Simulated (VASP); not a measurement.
**Hf2H: single point with PBE**

Hf2H:

```
CELL_PARAMETERS angstrom
-2.92361 2.92361 2.38649
2.92361 -2.92361 2.38649
2.92361 2.92361 -2.38649
ATOMIC_POSITIONS crystal
Hf 0.15900 0.65900 0.81800
Hf 0.65900 0.84100 0.50000
Hf 0.84100 0.34100 0.18200
Hf 0.34100 0.15900 0.50000
H 0.75000 0.75000 0.00000
H 0.25000 0.25000 0.00000
```

- Program: VASP 6.6.1
- Task: single point
- Functional: PBE
- Potentials or basis: VASP PAW PBE potentials, release 64 (Hf_pv, H)
- Cutoff: 520 eV
- k mesh: 6 × 6 × 6
- Occupations: gaussian, width 0.1 eV
- Spin: no spin polarisation

```json
{
  "Pressure": "22.3 GPa",
  "Largest force": "0.400 eV/Å",
  "Band gap on the k mesh": "zero (band 21 reaches 6.47 eV, above the bottom of band 22 at 5.44 eV)"
}
```

Forces on the atoms (eV/Å):
```
Hf   0.283  0.283  0.000
Hf  -0.283  0.283  0.000
Hf  -0.283 -0.283  0.000
Hf   0.283 -0.283  0.000
H    0.000  0.000  0.000
H    0.000  0.000  0.000
```

Stress tensor (GPa, compression positive):
```
19.71  0.00  0.00
 0.00 19.71  0.00
 0.00  0.00 27.41
```

Levels at points of the mesh, in eV from the Fermi level:
```tsv
k point	band 19	band 20	band 21	band 22	band 23	band 24
(0.00, 0.00, 0.00)	-0.75	0.25	0.25	0.69	0.69	1.97
(0.50, 0.00, 0.00)	-0.44	-0.44	-0.19	-0.19	0.49	0.49
(0.50, 0.50, 0.00)	-1.88	-0.66	0.04	1.18	1.20	1.54
(0.50, 0.50, 0.50)	-1.21	-0.75	-0.75	-0.10	0.37	0.80
```

It took 46 s on 1 thread of AMD EPYC 9R45 96-Core Processor (Zen 5), with other jobs on the host, peak memory 0.2 GiB.

Caveat: spin-orbit coupling is left out, which moves the levels of the heavy elements.
